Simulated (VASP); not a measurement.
# Si4N in VASP: further runs

Si4N is run at these levels: PBE+D3(BJ); tasks: single point.

All numbers are computed with VASP 6.6.1; they aren't measurements. Logs are shortened: lines on timing, memory, paths and dates and some standing lists are left out, and cuts for length are marked.

## Step 1: The cell of the first run

The cell holds a slab with vacuum, 10 atoms: a = 3.816 Å, b = 3.816 Å, c = 28.987 Å, α = 90.00°, β = 90.00°, γ = 120.00°.

## Step 2: Single point, PBE+D3(BJ)

Input file INCAR:

```
PREC = Accurate ; ENCUT = 520
EDIFF = 1E-6 ; ISMEAR = 0
SIGMA = 0.05 ; LREAL = False
LASPH = True ; NELM = 60
ALGO = Normal ; ISIF = 2
LWAVE = False ; LCHARG = False
LDIPOL = True ; IDIPOL = 3
DIPOL = 0.5 0.5 0.379 ; GGA = PE
IVDW = 12 ; NBANDS = 32
```

Input file KPOINTS:

```
Automatic mesh
0
Gamma
  9 9 1
```

Input file POSCAR:

```
Si4N
1.0
    3.8155170209      0.0000000000      0.0000000000
   -1.9077585104      3.3043346686      0.0000000000
    0.0000000000      0.0000000000     28.9874813843
Si N
8 2
Direct
    0.6666666667      0.3333333333      0.1379906018
    0.3333333333      0.6666666667      0.1654736894
    0.3333333333      0.6666666667      0.2468813277
    0.6666666667      0.3333333333      0.2743644153
    0.6666666667      0.3333333333      0.3556303104
    0.3333333333      0.6666666667      0.3827070033
    0.3333333333      0.6666666667      0.4657581680
    0.6666666667      0.3333333333      0.4894347735
    0.6666666667      0.6666666667      0.6170760801
    0.6666666667      0.6666666667      0.6550234956
```

Potentials or basis: VASP PAW PBE potentials, release 64 (Si, N).

On the command line:

```sh
cat potpaw_PBE.64/Si/POTCAR potpaw_PBE.64/N/POTCAR > POTCAR
mpirun -np 1 vasp_std > vasp.out
```

OUTCAR:

```text
PREC = Accurate
   ENCUT = 520
   EDIFF = 1E-6
   ISMEAR = 0
   LREAL = False
   LASPH = True
   NELM = 60
   ISIF = 2
   GGA = PE
   IVDW = 12
 IVDW          = 12

 ion  position               nearest neighbor table
   1  0.667  0.333  0.138-   2 2.34   2 2.34   2 2.34
   2  0.333  0.667  0.165-   1 2.34   1 2.34   1 2.34   3 2.36
   3  0.333  0.667  0.247-   4 2.34   4 2.34   4 2.34   2 2.36
   4  0.667  0.333  0.274-   3 2.34   3 2.34   3 2.34   5 2.36
   5  0.667  0.333  0.356-   6 2.34   6 2.34   6 2.34   4 2.36
   6  0.333  0.667  0.383-   5 2.34   5 2.34   5 2.34   7 2.41
   7  0.333  0.667  0.466-   8 2.31   8 2.31   8 2.31   6 2.41
   8  0.667  0.333  0.489-   7 2.31   7 2.31   7 2.31
   9  0.667  0.667  0.617-  10 1.10
  10  0.667  0.667  0.655-   9 1.10

  LATTYP: Found a hexagonal cell.
 ALAT       =     3.8155170209
 C/A-ratio  =     7.5972617146

  Lattice vectors:

 A1 = (   3.8155170209,   0.0000000000,   0.0000000000)
 A2 = (  -1.9077585104,   3.3043346686,   0.0000000000)
 A3 = (   0.0000000000,   0.0000000000,  28.9874813843)

Analysis of symmetry for initial positions (statically):
=====================================================================
 Subroutine PRICEL returns:
 Original cell was already a primitive cell.

 Routine SETGRP: Setting up the symmetry group for a
 hexagonal supercell.

 Subroutine GETGRP returns: Found  1 space group operations
 (whereof  1 operations were pure point group operations)
 out of a pool of 24 trial point group operations.

The static configuration has the point symmetry C_1 .

Analysis of symmetry for dynamics (positions and initial velocities):
=====================================================================
 Subroutine PRICEL returns:
 Original cell was already a primitive cell.

 Routine SETGRP: Setting up the symmetry group for a
 hexagonal supercell.

 Subroutine GETGRP returns: Found  1 space group operations
 (whereof  1 operations were pure point group operations)
 out of a pool of 24 trial point group operations.

The dynamic configuration has the point symmetry C_1 .

 Subroutine INISYM returns: Found  1 space group operations
 (whereof  1 operations are pure point group operations),
 and found     1 'primitive' translations

----------------------------------------------------------------------------------------

                                     Primitive cell

  volume of cell :     365.4668

  direct lattice vectors                    reciprocal lattice vectors
     3.815517021  0.000000000  0.000000000     0.262087679  0.151316392  0.000000000
    -1.907758510  3.304334669  0.000000000     0.000000000  0.302632784  0.000000000
     0.000000000  0.000000000 28.987481384     0.000000000  0.000000000  0.034497650

  length of vectors
     3.815517021  3.815517021 28.987481384     0.302632784  0.302632784  0.034497650

  position of ions in fractional coordinates (direct lattice)
     0.666666667  0.333333333  0.137990602
     0.333333333  0.666666667  0.165473689
     0.333333333  0.666666667  0.246881328
     0.666666667  0.333333333  0.274364415
     0.666666667  0.333333333  0.355630310
     0.333333333  0.666666667  0.382707003
     0.333333333  0.666666667  0.465758168
     0.666666667  0.333333333  0.489434774
     0.666666667  0.666666667  0.617076080
     0.666666667  0.666666667  0.655023496

  ion indices of the primitive-cell ions
   primitive index   ion index
                 1           1
                 2           2
                 3           3
                 4           4
                 5           5
                 6           6
                 7           7
                 8           8
                 9           9
                10          10

----------------------------------------------------------------------------------------

 KPOINTS: Automatic mesh

Automatic generation of k-mesh.
 Grid dimensions read from file:
 generate k-points for:    9    9    1

 Generating k-lattice:

  Cartesian coordinates                     Fractional coordinates (reciprocal lattice)
     0.029120853  0.016812932  0.000000000     0.111111111 -0.000000000  0.000000000
     0.000000000  0.033625865  0.000000000     0.000000000  0.111111111  0.000000000
     0.000000000  0.000000000  0.034497650     0.000000000  0.000000000  1.000000000

  Length of vectors
     0.033625865  0.033625865  0.034497650

  Shift w.r.t. Gamma in fractional coordinates (k-lattice)
     0.000000000  0.000000000  0.000000000

 Subroutine IBZKPT returns following result:
 ===========================================

 Found     41 irreducible k-points:

 Following reciprocal coordinates:
            Coordinates               Weight
  0.000000  0.000000  0.000000      1.000000
  0.111111  0.000000  0.000000      2.000000
  0.000000  0.111111  0.000000      2.000000
 -0.111111  0.111111  0.000000      2.000000
  0.222222 -0.000000  0.000000      2.000000
  0.000000  0.222222  0.000000      2.000000
[... 16 lines left out ...]
  0.333333  0.111111  0.000000      2.000000
 -0.111111  0.444444  0.000000      2.000000
 [... further k-points ...]
   k-points           NKPTS =     41   k-points in BZ     NKDIM =     41   number of bands    NBANDS=     32
   number of dos      NEDOS =    301   number of ions     NIONS =     10
   total plane-waves  NPLWV = 169344
   dimension x,y,z NGX =    28 NGY =   28 NGZ =  216
   dimension x,y,z NGXF=    56 NGYF=   56 NGZF=  432
   ions per type =               8   2
   NGX,Y,Z   is equivalent  to a cutoff of  12.20, 12.20, 12.39 a.u.
   NGXF,Y,Z  is equivalent  to a cutoff of  24.40, 24.40, 24.78 a.u.
 SYSTEM =  unknown system
   PREC   = accura    normal or accurate (medium, high low for compatibility)
   ISTART =      0    job   : 0-new  1-cont  2-samecut
   ICHARG =      2    charge: 1-file 2-atom 10-const
   ISPIN  =      1    spin polarized calculation?
   LNONCOLLINEAR =      F non collinear calculations
   LSORBIT =      F    spin-orbit coupling
   LASPH  =      T    aspherical Exc in radial PAW
   ENCUT  =  520.0 eV  38.22 Ry    6.18 a.u.   7.09  7.09 53.90*2*pi/ulx,y,z
   NELM   =     60;   NELMIN=  2; NELMDL= -5     # of ELM steps
   EDIFF  = 0.1E-05   stopping-criterion for ELM
   LREAL  =      F    real-space projection
   EDIFFG = 0.1E-04   stopping-criterion for IOM
   NSW    =      0    number of steps for IOM
   IBRION =     -1    ionic relax: 0-MD 1-quasi-New 2-CG
   NFREE  =      0    steps in history (QN), initial steepest desc. (CG)
   ISIF   =      2    stress and relaxation
   ISYM   =      2    0-nonsym 1-usesym 2-fastsym
   POTIM  = 0.5000    time-step for ionic-motion
   TEBEG  =    0.0;   TEEND  =   0.0 temperature during run
   PSTRESS=    0.0 pullay stress
   NELECT =      42.0000    total number of electrons
   NUPDOWN=      -1.0000    fix difference up-down
   EMIN   =  10.00;   EMAX   =-10.00  energy-range for DOS
   EFERMI =   0.00;   METHOD = LEGACY
   ISMEAR =     0;   SIGMA  =   0.05  broadening in eV -4-tet -1-fermi 0-gaus
   EFERMI_NEDOS =   21; number of points for ismear=-14 and -15
   IALGO  =     38    algorithm
   IMIX   =      4    mixing-type and parameters
     AMIX     =   0.40;   BMIX     =  1.00
     AMIX_MAG =   1.60;   BMIX_MAG =  1.00
  volume/ion in A,a.u.               =      36.55       246.63
  Fermi-wavevector in a.u.,A,eV,Ry     =   0.795931  1.504091  8.619369  0.633506
  Thomas-Fermi vector in A             =   1.902355
   LORBIT       =      0    0 simple, 1 ext, 2 COOP (PROOUT), +10 PAW based schemes
   GGA     = PE    functional components
   LHFCALC =     F    Hartree Fock is set to
   AEXX    =    0.0000 exact exchange contribution
   IVDW    =    12    specifies the selected vdW correction
   LEPSILON=     F    determine dielectric tensor
   LRPA    =     F    only Hartree local field effects (RPA)
 non-spin polarized calculation
 Gauss-broadening in eV      SIGMA  =   0.05
  energy-cutoff  :      520.00
  volume of cell :      365.47
 maximum number of plane-waves:      9885
   NGX = 15   NGY = 15   NGZ =107

 dipolmoment           0.000000      0.000000      0.031544 electrons x Angstroem

 number of electron      41.9999996 magnetization

 dipolmoment           0.000000      0.000000     -0.006691 electrons x Angstroem

 Free energy of the ion-electron system (eV)
  ---------------------------------------------------
  ext. energy  EPLUGINS =         0.00000000
  ---------------------------------------------------
  free energy    TOTEN  =       -57.32429823 eV

  energy without entropy =      -57.31859814  energy(sigma->0) =      -57.32144819

 E-fermi :   0.3412     XC(G=0):  -5.4498

 val. band max:        0.3050972511   @ k =   0.1111   0.0000   0.0000
 cond. band min:       0.3685796471   @ k =  -0.2222  -0.4444   0.0000
 fundamental gap:      0.0634823960
 Fermi energy:         0.3412091931

 k-point     1 :       0.0000    0.0000    0.0000
  band No.  band energies     occupation
      1     -23.7733      2.00000
      2     -11.5435      2.00000
      3     -11.0071      2.00000
      4     -10.2804      2.00000
      5      -9.6060      2.00000
      6      -8.9055      2.00000
[... 24 lines left out ...]
     31       3.4265      0.00000
     32       3.7767      0.00000

 k-point     2 :       0.1111    0.0000    0.0000
  band No.  band energies     occupation
      1     -23.7690      2.00000
      2     -11.3986      2.00000
      3     -10.8624      2.00000
      4     -10.1351      2.00000
      5      -9.4584      2.00000
      6      -8.8878      2.00000
[... 24 lines left out ...]
     31       3.9310      0.00000
     32       4.0668      0.00000
[... 733 lines left out ...]
     31       3.8379      0.00000
     32       4.8846      0.00000

 k-point    24 :      -0.1111    0.4444    0.0000
  band No.  band energies     occupation
      1     -23.7399      2.00000
      2      -9.7933      2.00000
      3      -9.2731      2.00000
      4      -8.7677      2.00000
      5      -8.5550      2.00000
      6      -7.8057      2.00000
[... 24 lines left out ...]
     31       3.8381      0.00000
     32       4.8864      0.00000

 [... further k-points ...]

------------------------ aborting loop because EDIFF is reached ----------------------------------------

 vacuum level on the upper side and lower side of the slab       (xc-potential included)        -0.206        -0.106

 Edisp (eV)   -2.39521

 E8    (eV) :    -0.9955

  FORCE on cell =-STRESS in cart. coord.  units (eV):
  Direction    XX          YY          ZZ          XY          YZ          ZX
  --------------------------------------------------------------------------------------
  -------------------------------------------------------------------------------------
  Total       0.40397     0.42987     1.84442    -0.01347     0.02581    -0.03249
  in kB       1.77097     1.88452     8.08578    -0.05905     0.11315    -0.14243
  external pressure =        3.91 kB  Pullay stress =        0.00 kB

 VOLUME and BASIS-vectors are now :
 -----------------------------------------------------------------------------
  energy-cutoff  :      520.00
  volume of cell :      365.47
      direct lattice vectors                 reciprocal lattice vectors
     3.815517021  0.000000000  0.000000000     0.262087679  0.151316392  0.000000000
    -1.907758510  3.304334669  0.000000000     0.000000000  0.302632784  0.000000000
     0.000000000  0.000000000 28.987481384     0.000000000  0.000000000  0.034497650

 POSITION                                       TOTAL-FORCE (eV/Angst)
 -----------------------------------------------------------------------------------
      1.90776      1.10144      4.00000         0.000305      0.001828      0.481687
     -0.00000      2.20289      4.79667         0.000582     -0.000656     -0.648670
     -0.00000      2.20289      7.15647        -0.001589     -0.001329      0.233929
      1.90776      1.10144      7.95313         0.000998      0.000445     -0.053842
      1.90776      1.10144     10.30883         0.000382     -0.000550      0.019750
     -0.00000      2.20289     11.09371         0.002513      0.001289      0.021682
     -0.00000      2.20289     13.50116         0.001358      0.000817     -0.007781
      1.90776      1.10144     14.18748         0.002288     -0.013954     -0.011731
      1.27184      2.20289     17.88748        -0.012587      0.021934     -2.179950
      1.27184      2.20289     18.98748         0.005750     -0.009824      2.144927
 -----------------------------------------------------------------------------------
    total drift:                               -0.000021     -0.000053      0.000694

  FREE ENERGIE OF THE ION-ELECTRON SYSTEM (eV)
  ---------------------------------------------------
  free  energy   TOTEN  =       -59.7195056715 eV

  energy  without entropy=      -59.7138055797  energy(sigma->0) =      -59.71665563

 vacuum level on the upper side and lower side of the slab         4.948         5.051
```

Run time: 14 min. Hardware: 1 thread of Intel Xeon Platinum 8259CL at 2.50GHz (Skylake/Cascade Lake), shared host; peak memory 0.64 GiB.

What came out:

| Property | Result |
| --- | --- |
| Free energy | -59.7195 eV |
| Largest force | 2.180 eV/Å |
| Band gap on the k mesh | zero (bands 21 and 22 overlap by 0.32 eV) |
| Dispersion energy per atom | -0.240 eV |

Forces in eV/Å, atoms in the order of the input:
```
Si   0.000  0.002  0.482
Si   0.001 -0.001 -0.649
Si  -0.002 -0.001  0.234
Si   0.001  0.000 -0.054
Si   0.000 -0.001  0.020
Si   0.003  0.001  0.022
Si   0.001  0.001 -0.008
Si   0.002 -0.014 -0.012
N   -0.013  0.022 -2.180
N    0.006 -0.010  2.145
```

Caveat: the standard files for N, O and F lose accuracy on very short bonds.

## Step 3: Single point, PBE+D3(BJ)

Input file INCAR:

```
SYSTEM = Si4N
  ALGO = Normal
  DIPOL = 0.5 0.5 0.379
  EDIFF = 1E-6
  ENCUT = 520
  GGA = PE
  IDIPOL = 3
  ISIF = 2
  ISMEAR = 0
  IVDW = 12
  LASPH = .TRUE.
  LCHARG = .FALSE.
  LDIPOL = .TRUE.
  LREAL = .FALSE.
  LWAVE = .FALSE.
  NBANDS = 32
  NELM = 100
  PREC = Accurate
  SIGMA = 0.05
```

Input file KPOINTS:

```
k-points
0
G
  9 9 1
  0 0 0
```

POSCAR: that of step 2 with these lines changed.

```diff
@@ -16,3 +16,3 @@
     0.6666666667      0.3333333333      0.4894347735
-    0.6666666667      0.6666666667      0.6170760801
-    0.6666666667      0.6666666667      0.6550234956
+    0.6666666667      0.5000000000      0.6170760801
+    0.6666666667      0.5000000000      0.6550234956
```

Potentials or basis: VASP PAW PBE potentials, release 64 (Si, N).

On the command line:

```sh
cat potpaw_PBE.64/Si/POTCAR potpaw_PBE.64/N/POTCAR > POTCAR
mpirun -np 1 vasp_std > vasp.out
```

It took 13 min on 1 thread of Intel Xeon Platinum 8259CL at 2.50GHz (Skylake/Cascade Lake), shared host; peak memory 0.64 GiB.

It converged, with:

```
Free energy                : -59.7090 eV
Largest force              : 2.141 eV/Å
Band gap on the k mesh     : zero (bands 21 and 22 overlap by 0.31 eV)
Dispersion energy per atom : -0.240 eV
```

Forces in eV/Å, atoms in the order of the input:
```
Si  -0.001  0.002  0.481
Si   0.001 -0.001 -0.648
Si   0.000 -0.001  0.235
Si   0.000  0.000 -0.056
Si   0.000 -0.001  0.023
Si   0.001  0.000  0.017
Si   0.000  0.001 -0.013
Si   0.006 -0.014 -0.034
N   -0.015  0.026 -2.141
N    0.007 -0.012  2.137
```

Levels at points of the mesh, in eV from the Fermi level:
```tsv
k point	band 19	band 20	band 21	band 22	band 23	band 24
(0.00, 0.00, 0.00)	-0.26	0.12	0.12	0.74	1.48	2.01
```

Caveat: the standard files for N, O and F lose accuracy on very short bonds.

## Step 4: Single point, PBE+D3(BJ)

Input file INCAR:

```
SYSTEM = Si4N
  PREC = Accurate
  ENCUT = 520
  EDIFF = 1E-7
  ISMEAR = 0
  SIGMA = 0.05
  LREAL = .FALSE.
  LASPH = .TRUE.
  NELM = 60
  ALGO = Normal
  ISIF = 2
  LWAVE = .FALSE.
  LCHARG = .TRUE.
  LDIPOL = .TRUE.
  IDIPOL = 3
  DIPOL = 0.5 0.5 0.379
  GGA = PE
  IVDW = 12
  LELF = .TRUE.
  LVHAR = .TRUE.
  LVACPOTAV = .TRUE.
  NBANDS = 32
```

Input file KPOINTS:

```
Automatic mesh
0
G
  9 9 1
  0 0 0
```

POSCAR: that of step 3 with these lines changed.

```diff
@@ -16,3 +16,3 @@
     0.6666666667      0.3333333333      0.4894347735
-    0.6666666667      0.5000000000      0.6170760801
-    0.6666666667      0.5000000000      0.6550234956
+    0.8333333333      1.0000000000      0.6170760801
+    0.8333333333      1.0000000000      0.6550234956
```

On the command line:

```sh
cat potpaw_PBE.64/Si/POTCAR potpaw_PBE.64/N/POTCAR > POTCAR
mpirun -np 1 vasp_std > vasp.out
```

Run time: 15 min. Hardware: 1 thread of Intel Xeon Platinum 8259CL at 2.50GHz (Skylake/Cascade Lake), shared host; peak memory 0.65 GiB.

The run converged. Its results:

```
Free energy                : -59.7241 eV
Largest force              : 2.193 eV/Å
Band gap on the k mesh     : zero (bands 21 and 22 overlap by 0.32 eV)
Dispersion energy per atom : -0.240 eV
```

Forces in eV/Å, atoms in the order of the input:
```
Si   0.002  0.000  0.482
Si   0.000  0.000 -0.649
Si  -0.002  0.000  0.234
Si   0.001  0.000 -0.053
Si   0.000  0.000  0.019
Si   0.002  0.000  0.021
Si   0.001  0.000 -0.004
Si  -0.010  0.003 -0.002
N    0.011 -0.007 -2.193
N   -0.005  0.003  2.145
```

Levels at points of the mesh, in eV from the Fermi level:
| k point | band 19 | band 20 | band 21 | band 22 | band 23 | band 24 |
| --- | --- | --- | --- | --- | --- | --- |
| (0.00, 0.00, 0.00) | -0.25 | 0.12 | 0.12 | 0.74 | 1.48 | 2.01 |

Caveat: the standard files for N, O and F lose accuracy on very short bonds.

## Step 5: The runs side by side

```tsv
cell	gap on the mesh (eV)	largest force (eV/Å)
as given, atomic positions A	none	2.18
as given, atomic positions B	none	2.14
as given, atomic positions C	none	2.19
```

Alike in all rows: task single point; level PBE+D3(BJ); potentials or basis VASP PAW PBE potentials, release 64 (Si, N); no spin polarisation; k mesh 9 × 9 × 1; cutoff (eV) 520; smearing gaussian 0.05 eV.

Caveats: the standard files for N, O and F lose accuracy on very short bonds.

Total energies depend on the potentials used, so only differences within one code and one set of settings carry meaning.

The gap in the log of VASP goes by the Fermi energy; the results here count the filled bands.